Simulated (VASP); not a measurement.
# Ta2SiO3 (P6/mmm) in VASP: further runs, part 2 of 2

VASP 6.6.1. The steps go on from the part before.

## Step 4: Single point, PBE

This run uses another cell than the first one, of 14.46 Å³/atom.

The input, INCAR:

```
ALGO = Normal ; EDIFF = 1E-6
ENCUT = 700 ; GGA = PE
GGA_COMPAT = False ; ISIF = 2
ISMEAR = 0 ; LASPH = True
LCHARG = False ; LREAL = False
LWAVE = False ; NBANDS = 33
NELM = 120 ; PREC = Accurate
SIGMA = 0.1
```

The input, KPOINTS:

```
k-points
0
Gamma
  6 6 6
```

The input, POSCAR:

```
Ta2SiO3
1.0
    5.2636115300      0.0000000000      0.0000000000
   -2.6318057700      4.5584213000      0.0000000000
    0.0000000000      0.0000000000      3.6162871700
Ta Si O
2 1 3
Direct
    0.3333333300      0.6666666700      0.5000000000
    0.6666666700      0.3333333300      0.5000000000
    0.0000000000      0.0000000000      0.0000000000
    0.5000000000      0.0000000000      0.5000000000
    0.0000000000      0.5000000000      0.5000000000
    0.5000000000      0.5000000000      0.5000000000
```

Potentials or basis: VASP PAW PBE potentials, release 64 (Ta_sv_GW, Si, O).

On the command line:

```sh
$ cat potpaw_PBE.64/Ta_sv_GW/POTCAR potpaw_PBE.64/Si/POTCAR potpaw_PBE.64/O/POTCAR > POTCAR
$ mpirun -np 1 vasp_std > vasp.out
```

OUTCAR:

```text
EDIFF = 1E-6
   ENCUT = 700
   GGA = PE
   ISIF = 2
   ISMEAR = 0
   LASPH = True
   LREAL = False
   NELM = 120
   PREC = Accurate

 ion  position               nearest neighbor table
   1  0.333  0.667  0.500-   5 1.52   4 1.52   6 1.52   2 3.04   2 3.04   2 3.04
   2  0.667  0.333  0.500-   5 1.52   4 1.52   6 1.52   1 3.04   1 3.04   1 3.04
   3  0.000  0.000  0.000-
   4  0.500  0.000  0.500-   1 1.52   2 1.52
[... 1074 lines left out ...]
  -------------------------------------------------------------------------------------
  Total      143.0421193    143.0421193     -2.5580460     -0.0000002     -0.0000000     -0.0000000
  in kB     2641.2731535   2641.2731527    -47.2343273     -0.0000029     -0.0000000     -0.0000000
  external PRESSURE =    1745.1039930 kB  Pullay stress =       0.0000000 kB

 VOLUME and BASIS-vectors are now :
 -----------------------------------------------------------------------------
  energy-cutoff  :      700.00
  volume of cell :       86.77
      direct lattice vectors                 reciprocal lattice vectors
     5.263611530  0.000000000  0.000000000     0.189983625  0.109687097  0.000000000
    -2.631805770  4.558421300  0.000000000     0.000000000  0.219374194  0.000000000
     0.000000000  0.000000000  3.616287170     0.000000000  0.000000000  0.276526712

 POSITION                                       TOTAL-FORCE (eV/Angst)
 -----------------------------------------------------------------------------------
     -0.00000      3.03895      1.80814        -0.000000      0.000000      0.000000
      2.63181      1.51947      1.80814         0.000000     -0.000000      0.000000
      0.00000      0.00000      0.00000        -0.000000      0.000000      0.000000
      2.63181      0.00000      1.80814        -0.000000      0.000000      0.000000
     -1.31590      2.27921      1.80814        -0.000000      0.000000      0.000000
      1.31590      2.27921      1.80814        -0.000000      0.000000      0.000000
 -----------------------------------------------------------------------------------
    total drift:                               -0.000000      0.000000      0.000000

  FREE ENERGIE OF THE ION-ELECTRON SYSTEM (eV)
  ---------------------------------------------------
  free  energy   TOTEN  =       -29.2763135328 eV

  energy  without entropy=      -29.2572634277  energy(sigma->0) =      -29.26678848
```

stdout:

```text
POSCAR found type information on POSCAR TaSiO
 POSCAR found :  3 types and       6 ions
 scaLAPACK will be used
 LDA part: xc-table for (Slater+PW92), standard interpolation
 POSCAR, INCAR and KPOINTS ok, starting setup
 FFT: planning ... GRIDC
 FFT: planning ... GRID_SOFT
 FFT: planning ... GRID
 WAVECAR not read
 entering main loop
```

It took 68 s on 1 thread of Intel Xeon 6975P-C (Granite Rapids), shared host; peak memory 0.32 GiB.

What came out:

- Free energy: -29.2763 eV
- Pressure: 174.5 GPa
- Band gap on the k mesh: zero (bands 24 and 25 overlap by 1.49 eV)

Stress tensor (GPa, compression positive):
```
264.13   0.00   0.00
  0.00 264.13   0.00
  0.00   0.00  -4.72
```

Caveat: the stress differs along the axes, from -5 to 264 GPa; spin-orbit coupling is left out, which moves the levels of the heavy elements.

## Step 5: Single point, PBE, collinear spin

This run uses another cell than the first one, of 17.64 Å³/atom.

The input, INCAR:

```
  PREC = Accurate
  ENCUT = 700
  EDIFF = 1E-6
  ISMEAR = 0
  SIGMA = 0.1
  LREAL = False
  LASPH = True
  NELM = 200
  ALGO = Normal
  ISIF = 2
  LWAVE = False
  LCHARG = False
  ISPIN = 2
  MAGMOM = 1 1 0 0 0 0
  LORBIT = 11
  LMAXMIX = 4
  GGA = PE
  NBANDS = 37
  GGA_COMPAT = False
```

The input, KPOINTS:

```
regular mesh
0
Gamma
  3 3 6
```

The input, POSCAR:

```
Ta2SiO3
1.0
    6.5902042719      0.0000000000      0.0000000000
   -3.2951021360      5.7072843156      0.0000000000
    0.0000000000      0.0000000000      2.8147297361
Ta Si O
2 1 3
Direct
    0.3333333333      0.6666666667      0.5000000000
    0.6666666667      0.3333333333      0.5000000000
    0.0000000000      0.0000000000      0.0000000000
    0.5000000000      0.0000000000      0.5000000000
    0.0000000000      0.5000000000      0.5000000000
    0.5000000000      0.5000000000      0.5000000000
```

On the command line:

```sh
$ cat potpaw_PBE.64/Ta_sv_GW/POTCAR potpaw_PBE.64/Si/POTCAR potpaw_PBE.64/O/POTCAR > POTCAR
$ mpirun -np 1 vasp_std > vasp.out
```

Run time: 3.3 min. Hardware: 1 thread of Intel Xeon Platinum 8259CL at 2.50GHz (Skylake/Cascade Lake), shared host; peak memory 0.42 GiB.

The run converged. Its results:

* Free energy: -56.4166 eV
* Pressure: 0.7 GPa
* Net moment: 0.89 μB per cell
* Site moments: Ta -0.01; Si +0.27; O +0.03 μB
* Valence electrons inside the program's atomic spheres: Ta 11.88; Si 1.51; O 5.07

Stress tensor (GPa, compression positive):
```
0.44 0.00 0.00
0.00 0.44 0.00
0.00 0.00 1.21
```

Levels at points of the mesh, in eV from the Fermi level:
Spin up:
```tsv
k point	band 23	band 24	band 25	band 26	band 27	band 28
(0.00, 0.00, 0.00)	-3.17	-0.37	-0.37	0.81	0.81	2.82
(0.00, 0.00, 0.50)	-1.60	-1.60	1.75	1.75	1.75	1.75
```
Spin down:
```tsv
k point	band 21	band 22	band 23	band 24	band 25	band 26
(0.00, 0.00, 0.00)	-3.89	-3.60	-3.14	0.27	0.27	0.85
(0.00, 0.00, 0.50)	-3.74	-2.14	-1.56	-1.56	1.75	1.75
```

Caveat: the k points lie up to 0.37 Å⁻¹ apart; a moment this small can come from the mesh or the smearing; spin-orbit coupling is left out, which moves the levels of the heavy elements.

## Step 6: Overview

| spin | cell | k mesh | gap on the mesh (eV) | pressure (GPa) |
| --- | --- | --- | --- | --- |
| off | a = 6.584, b = 6.584, c = 2.879 Å, angles 90.0, 90.0, 120.0°, 6 atoms | 6 × 6 × 14 | none | 0.0 |
| off | a = 6.590, b = 6.590, c = 2.815 Å, angles 90.0, 90.0, 120.0°, 6 atoms | 6 × 6 × 6 | none | 0.1 |
| off | a = 5.264, b = 5.264, c = 3.616 Å, angles 90.0, 90.0, 120.0°, 6 atoms | 6 × 6 × 6 | none | 174.5 |
| collinear | a = 6.590, b = 6.590, c = 2.815 Å, angles 90.0, 90.0, 120.0°, 6 atoms | 3 × 3 × 6 | none | 0.7 |

Alike in all rows: task single point; level PBE; potentials or basis VASP PAW PBE potentials, release 64 (Ta_sv_GW, Si, O); cutoff (eV) 700; smearing gaussian 0.1 eV.

Caveats: some runs use coarse meshes; spin-orbit coupling is left out, which moves the levels of the heavy elements; the stress differs along the axes, from -5 to 264 GPa (at least some runs); a moment this small can come from the mesh or the smearing (at least some runs).

Absolute energies hang on the potentials; compare differences alone.
